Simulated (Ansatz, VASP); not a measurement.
**One calculation of Hg, two programs**

```
Hg
1.0
     0.00000    2.39191    2.39191
     2.39191    0.00000    2.39191
     2.39191    2.39191    0.00000
Hg
1
Direct
  0.00000 0.00000 0.00000
```

Alike in both runs: task single point; functional LDA; k mesh 8 × 8 × 8; occupations gaussian, width 0.1 eV; no spin polarisation.

|  | VASP | Ansatz |
| --- | --- | --- |
| version | VASP 6.6.1 | Ansatz 0.2.0 |
| potentials or method | VASP PAW LDA potentials, release 64 (Hg), cutoff 520 eV | scalar-relativistic, plane waves, PAW |
| valence electrons in the cell | 12 | 20 |

Ansatz gave:

| Property | Result |
| --- | --- |
| gap on the k mesh at the Fermi level (eV) | none |
| pressure (GPa) | -3.8 |

Task: What did VASP give for the same quantities?

Result: gap on the k mesh at the Fermi level (eV): none; pressure (GPa): -3.7.

LDA's correlation is that of Perdew and Zunger in VASP and of Perdew and Wang (1992) in Ansatz. A gap of «none» marks a metal or a gap that the smearing closes. VASP's potentials hold 12 valence electrons a cell and Ansatz's 20, so a difference there can come from the potentials and not from the codes.

Spin-orbit coupling is off throughout.
